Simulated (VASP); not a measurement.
A run of VASP 6.6.1:

The input INCAR:

```
PREC = Accurate ; ENCUT = 520
EDIFF = 1E-6 ; ISMEAR = -1
SIGMA = 0.05 ; LREAL = F
LASPH = T ; NELM = 150
ALGO = Normal ; ISIF = 2
LWAVE = F ; LCHARG = F
ISPIN = 2 ; MAGMOM = 1
LORBIT = 11 ; LMAXMIX = 4
GGA = PS ; NBANDS = 15
```

Contents of KPOINTS:

```
regular mesh
0
Gamma
  20 20 20
```

Contents of POSCAR:

```
Ni
1.0
   -1.3296523955      1.3296523955      1.3296523955
    1.3296523955     -1.3296523955      1.3296523955
    1.3296523955      1.3296523955     -1.3296523955
Ni
1
Direct
    0.0000000000      0.0000000000      0.0000000000
```

Potentials or basis: VASP PAW PBE potentials, release 64 (Ni).

Run with:

```console
$ cat potpaw_PBE.64/Ni/POTCAR > POTCAR
$ mpirun -np 1 vasp_std > vasp.out
```

Hardware: 1 thread of Intel(R) Xeon(R) Platinum 8488C (Sapphire Rapids) (shared host).

Question: Estimate the wall time of this run.

Answer: It took 2.5 min on 1 thread of Intel(R) Xeon(R) Platinum 8488C (Sapphire Rapids), with other jobs on the host, peak memory 0.17 GiB. Counts: scf iterations 23, k points 256.
